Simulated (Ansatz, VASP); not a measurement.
AlN: VASP beside Ansatz

Contents of INCAR:

```
PREC = Accurate ; ENCUT = 520
EDIFF = 1E-6 ; ISMEAR = 0
SIGMA = 0.05 ; LREAL = False
LASPH = True ; NELM = 100
ALGO = Normal ; ISIF = 2
LWAVE = False ; LCHARG = False
GGA = PS ; NBANDS = 11
```

KPOINTS

```
Automatic mesh
0
Gamma
  10 10 10
```

POSCAR

```
AlN
1.0
    0.0000000000      2.1886566781      2.1886566781
    2.1886566781      0.0000000000      2.1886566781
    2.1886566781      2.1886566781      0.0000000000
Al N
1 1
Direct
   -0.0090133114      0.0090133114      0.0090133114
    0.7673622480      0.7326377520      0.7326377520
```

Input for Ansatz:

```yaml
crystal:
  lattice:
    - [0.0, 2.1886566781, 2.1886566781]
    - [2.1886566781, 0.0, 2.1886566781]
    - [2.1886566781, 2.1886566781, 0.0]
  atoms:
    - { symbol: Al, position: [-0.0090133114, 0.0090133114, 0.0090133114] }
    - { symbol: "N", position: [0.767362248, 0.732637752, 0.732637752] }
basis:
  ecutwfc: 520.0
kpoints:
  mp_grid: { grid: [10, 10, 10] }
hamiltonian:
  xc: pbesol
  pseudopotentials: { kind: paw, azcp: { folder: soft_1 } }
scf:
  occupations: { method: gaussian, width: 0.05 }
output:
  forces: true
  stress: true
  eigenvalues: true
```

Change from the starting cell: mode 4 frozen in at -0.076 Å, strain +e along z and -e/2 along x and y +0.0000.

Alike in both runs: task single point; functional PBEsol; k mesh 10 × 10 × 10; occupations gaussian, width 0.05 eV; no spin polarisation.

```csv
,VASP,Ansatz
version,VASP 6.6.1,Ansatz 0.2.0
potentials or method,"VASP PAW PBE potentials, release 64 (Al, N), cutoff 520 eV","scalar-relativistic, plane waves, PAW"
valence electrons in the cell,8,8
```

|  | VASP | Ansatz | Ansatz less VASP |
| --- | --- | --- | --- |
| gap on the k mesh at the Fermi level (eV) | 2.89 | 2.89 | +0.007 |
| least direct gap on the mesh (eV) | 3.76 | 3.75 | -0.016 |
| pressure (GPa) | 1.7 | 1.6 | -0.04 |
| traceless stress, the component that is largest in VASP (GPa) | -8.13 | -8.00 | +0.128 |
| rms of the force components (eV/Å) | 0.948 | 0.940 | -0.0074 |

VASP's potentials were made for PBE, not for PBEsol, and Ansatz warns of the same on its side. Atom by atom the forces differ by 0.007 eV/Å (rms over components). With one functional, cell and mesh, what is left measures potentials, basis and numerics.
